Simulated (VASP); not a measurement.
# AgCl (Cmcm) in VASP: further runs

Runs on AgCl. Level: PBEsol. Tasks: single point.

Program: VASP 6.6.1. These are calculated values, not measurements. Logs are shortened: lines on timing, memory, paths and dates and some standing lists are left out, and cuts for length are marked.

**1. The cell of the first run**

It takes space group Cmcm (No. 63, orthorhombic). Conventional cell: a = 3.691 Å, b = 10.963 Å, c = 3.871 Å, α = 90.00°, β = 90.00°, γ = 90.00°. Ag (site symmetry m2m) has 7 Cl at 2.70 to 3.20 Å and 4 Ag at 2.98 to 3.69 Å within 3.7 Å. Cl (site symmetry m2m) has 7 Ag at 2.70 to 3.20 Å and 8 Cl at 3.53 to 3.69 Å within 3.7 Å.

**2. Single point, PBEsol (19.58 Å³/atom)**

Contents of INCAR:

```
SYSTEM = AgCl
  PREC = Accurate
  ENCUT = 520
  EDIFF = 1E-7
  ISMEAR = -1
  SIGMA = 0.03
  LREAL = .FALSE.
  LASPH = .TRUE.
  NELM = 80
  ALGO = Normal
  ISIF = 2
  LWAVE = .FALSE.
  LCHARG = .FALSE.
  GGA = PS
  NBANDS = 26
```

Contents of KPOINTS:

```
regular mesh
0
G
  9 9 8
  0 0 0
```

Contents of POSCAR:

```
AgCl
1.0
    1.8456240398     -5.4814969051      0.0000000000
    1.8456240398      5.4814969051      0.0000000000
    0.0000000000      0.0000000000      3.8710033171
Ag Cl
2 2
Direct
    0.3965554000      0.6034446000      0.7500000000
    0.6034446000      0.3965554000      0.2500000000
    0.8654487300      0.1345512700      0.2500000000
    0.1345512700      0.8654487300      0.7500000000
```

Potentials or basis: VASP PAW PBE potentials, release 64 (Ag, Cl).

On the command line:

```sh
> cat potpaw_PBE.64/Ag/POTCAR potpaw_PBE.64/Cl/POTCAR > POTCAR
> mpirun -np 1 vasp_std > vasp.out
```

OUTCAR:

```text
SYSTEM = AgCl
   PREC = Accurate
   ENCUT = 520
   EDIFF = 1E-7
   ISMEAR = -1
   LREAL = .FALSE.
   LASPH = .TRUE.
   NELM = 80
   ISIF = 2
   GGA = PS

 ion  position               nearest neighbor table
   1  0.397  0.603  0.750-   3 2.70   3 2.70   3 2.70   3 2.70   4 2.87   2 2.98   2 2.98
   2  0.603  0.397  0.250-   4 2.70   4 2.70   4 2.70   4 2.70   3 2.87   1 2.98   1 2.98
   3  0.865  0.135  0.250-   1 2.70   1 2.70   1 2.70   1 2.70   2 2.87
   4  0.135  0.865  0.750-   2 2.70   2 2.70   2 2.70   2 2.70   1 2.87

  LATTYP: Found a base centered orthorhombic cell.
 ALAT       =     3.6912480796
 B/A-ratio  =     2.9699964819
 C/A-ratio  =     1.0486976853

  Lattice vectors:

 A1 = (   1.8456240398,  -5.4814969051,   0.0000000000)
 A2 = (   1.8456240398,   5.4814969051,   0.0000000000)
 A3 = (   0.0000000000,   0.0000000000,   3.8710033171)

Analysis of symmetry for initial positions (statically):
=====================================================================
 Subroutine PRICEL returns:
 Original cell was already a primitive cell.

 Routine SETGRP: Setting up the symmetry group for a
 base centered orthorhombic supercell.

 Subroutine GETGRP returns: Found  8 space group operations
 (whereof  4 operations were pure point group operations)
 out of a pool of  8 trial point group operations.

The static configuration has the point symmetry C_2h.
 The point group associated with its full space group is D_2h.

Analysis of symmetry for dynamics (positions and initial velocities):
=====================================================================
 Subroutine PRICEL returns:
 Original cell was already a primitive cell.

 Routine SETGRP: Setting up the symmetry group for a
 base centered orthorhombic supercell.

 Subroutine GETGRP returns: Found  8 space group operations
 (whereof  4 operations were pure point group operations)
 out of a pool of  8 trial point group operations.

The dynamic configuration has the point symmetry C_2h.
 The point group associated with its full space group is D_2h.

 Subroutine INISYM returns: Found  8 space group operations
 (whereof  4 operations are pure point group operations),
 and found     1 'primitive' translations

----------------------------------------------------------------------------------------

                                     Primitive cell

[... 86 lines left out ...]
   ISTART =      0    job   : 0-new  1-cont  2-samecut
   ICHARG =      2    charge: 1-file 2-atom 10-const
   ISPIN  =      1    spin polarized calculation?
   LNONCOLLINEAR =      F non collinear calculations
   LSORBIT =      F    spin-orbit coupling
   LASPH  =      T    aspherical Exc in radial PAW
   ENCUT  =  520.0 eV  38.22 Ry    6.18 a.u.  10.75 10.75  7.20*2*pi/ulx,y,z
   NELM   =     80;   NELMIN=  2; NELMDL= -5     # of ELM steps
   EDIFF  = 0.1E-06   stopping-criterion for ELM
   LREAL  =      F    real-space projection
   EDIFFG = 0.1E-05   stopping-criterion for IOM
   NSW    =      0    number of steps for IOM
   IBRION =     -1    ionic relax: 0-MD 1-quasi-New 2-CG
   NFREE  =      0    steps in history (QN), initial steepest desc. (CG)
   ISIF   =      2    stress and relaxation
   ISYM   =      2    0-nonsym 1-usesym 2-fastsym
   POTIM  = 0.5000    time-step for ionic-motion
   TEBEG  =    0.0;   TEEND  =   0.0 temperature during run
   PSTRESS=    0.0 pullay stress
   NELECT =      36.0000    total number of electrons
   NUPDOWN=      -1.0000    fix difference up-down
   EMIN   =  10.00;   EMAX   =-10.00  energy-range for DOS
   EFERMI =   0.00;   METHOD = LEGACY
   ISMEAR =    -1;   SIGMA  =   0.03  broadening in eV -4-tet -1-fermi 0-gaus
   EFERMI_NEDOS =   21; number of points for ismear=-14 and -15
   IALGO  =     38    algorithm
   IMIX   =      4    mixing-type and parameters
     AMIX     =   0.40;   BMIX     =  1.00
     AMIX_MAG =   1.60;   BMIX_MAG =  1.00
  volume/ion in A,a.u.               =      19.58       132.14
  Fermi-wavevector in a.u.,A,eV,Ry     =   1.263408  2.387495 21.717622  1.596200
  Thomas-Fermi vector in A             =   2.396767
   LORBIT       =      0    0 simple, 1 ext, 2 COOP (PROOUT), +10 PAW based schemes
   GGA     = PS    functional components
   LHFCALC =     F    Hartree Fock is set to
   AEXX    =    0.0000 exact exchange contribution
   IVDW    =     0    specifies the selected vdW correction
   LEPSILON=     F    determine dielectric tensor
   LRPA    =     F    only Hartree local field effects (RPA)
 non-spin polarized calculation
  energy-cutoff  :      520.00
  volume of cell :       78.32
 maximum number of plane-waves:      2130
 NGX is ok and might be reduce to    48
   NGX = 21   NGY = 21   NGZ = 15

 number of electron      36.0000003 magnetization

 Free energy of the ion-electron system (eV)
  ---------------------------------------------------
  ext. energy  EPLUGINS =         0.00000000
  ---------------------------------------------------
  free energy    TOTEN  =       -12.05347589 eV

  energy without entropy =      -12.05345974  energy(sigma->0) =      -12.05346782

 E-fermi :   4.8888     XC(G=0): -10.7121

 val. band max:        4.6856644843   @ k =   0.2222   0.2222   0.0000
 cond. band min:       5.0198521643   @ k =   0.0000   0.0000   0.0000
 fundamental gap:      0.3341876800
 Fermi energy:         4.8887820015

 k-point     1 :       0.0000    0.0000    0.0000
  band No.  band energies     occupation
      1     -10.7575      2.00000
      2     -10.0657      2.00000
      3      -0.2172      2.00000
      4       0.9772      2.00000
      5       1.2025      2.00000
      6       1.3201      2.00000
[... 685 lines left out ...]
     25      15.0489      0.00000
     26      16.0757      0.00000

 [... further k-points ...]
[... 5 lines left out ...]
  --------------------------------------------------------------------------------------
  -------------------------------------------------------------------------------------
  Total       -0.3721228     -0.3869156     -0.4974537      0.0000000     -0.0000000      0.0000000
  in kB       -7.6120379     -7.9146349    -10.1757706      0.0000000     -0.0000000      0.0000000
  external PRESSURE =      -8.5674811 kB  Pullay stress =       0.0000000 kB

 VOLUME and BASIS-vectors are now :
 -----------------------------------------------------------------------------
  energy-cutoff  :      520.00
  volume of cell :       78.32
      direct lattice vectors                 reciprocal lattice vectors
     1.845624040 -5.481496905  0.000000000     0.270911079 -0.091215960  0.000000000
     1.845624040  5.481496905  0.000000000     0.270911079  0.091215960  0.000000000
     0.000000000  0.000000000  3.871003317     0.000000000  0.000000000  0.258330959

 POSITION                                       TOTAL-FORCE (eV/Angst)
 -----------------------------------------------------------------------------------
      1.84562      1.13406      2.90325         0.000000     -0.043582     -0.000000
      1.84562     -1.13406      0.96775         0.000000      0.043582      0.000000
      1.84562     -4.00641      0.96775         0.000000      0.005768      0.000000
      1.84562      4.00641      2.90325         0.000000     -0.005768      0.000000
 -----------------------------------------------------------------------------------
    total drift:                                0.000000     -0.000000      0.000000

  FREE ENERGIE OF THE ION-ELECTRON SYSTEM (eV)
  ---------------------------------------------------
  free  energy   TOTEN  =       -12.0534758949 eV

  energy  without entropy=      -12.0534597364  energy(sigma->0) =      -12.05346782
```

Run time: 8.2 min. Hardware: 1 thread of Intel Xeon 8259CL, shared host; peak memory 0.39 GiB.

What came out:

```yaml
Free_energy: -12.0535 eV
Pressure: -0.9 GPa
Largest_force: 0.044 eV/Å
Band_gap_on_the_k_mesh: 0.33 eV (least direct gap 1.90 eV)
```

Forces in eV/Å, atoms in the order of the input:
```
Ag   0.000 -0.044  0.000
Ag   0.000  0.044  0.000
Cl   0.000  0.006  0.000
Cl   0.000 -0.006  0.000
```

Stress tensor (GPa, compression positive):
```
-0.76  0.00  0.00
 0.00 -0.79  0.00
 0.00  0.00 -1.02
```

Caveat: semilocal functionals underestimate gaps, and a narrow one can read as zero; the PAW data sets were made with another functional, which shifts forces and pressure a little.

(Continued in part 2 of 3.)
